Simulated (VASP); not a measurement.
Runs of VASP 6.6.1 on BAs. The structure is that of space group F-43m (No. 216), or close to it. The cells are those of the table. 

| task | cell | cutoff (eV) | smearing | gap on the mesh (eV) | pressure (GPa) | relaxed volume (Å³/atom) |
| --- | --- | --- | --- | --- | --- | --- |
| single point | a = 3.374 Å, angles 60.0°, 2 atoms | 520 | gaussian 0.01 eV | 1.94 | -0.1 | - |
| single point | a = 3.441 Å, angles 60.0°, 2 atoms | 520 | gaussian 0.02 eV | 1.99 | -7.7 | - |
| single point | a = 3.408 Å, angles 60.0°, 2 atoms | 520 | gaussian 0.02 eV | 1.97 | -4.2 | - |
| single point | a = 3.340 Å, angles 60.0°, 2 atoms | 520 | gaussian 0.02 eV | (b) | 4.6 | - |
| relaxation of cell and atoms | relaxed from a = 3.378 Å, angles 60.0°, 2 atoms | 600 | gaussian 0.02 eV | 1.94 | 0.0 | 13.57 |
| single point | a = 3.374 Å, angles 60.0°, 2 atoms | 520 | gaussian 0.02 eV | 1.94 | -0.1 | - |
| single point | a = 3.306 Å, angles 60.0°, 2 atoms | 520 | gaussian 0.02 eV | (a) | 10.2 | - |
| relaxation of cell and atoms | relaxed from a = 3.374 Å, angles 60.0°, 2 atoms | 600 | gaussian 0.01 eV | 1.94 | 0.0 | 13.57 |

Alike in all rows: level HSE06; potentials or basis VASP PAW PBE potentials, release 64 (B, As); no spin polarisation; k mesh 6 × 6 × 6.

Question: Estimate the missing entries.

Answer: (a) 1.89; (b) 1.92.

Caveats: the PAW data sets were made with another functional, which shifts forces and pressure a little.

A k mesh can miss the band edges, and the runs leave out spin-orbit coupling on As.
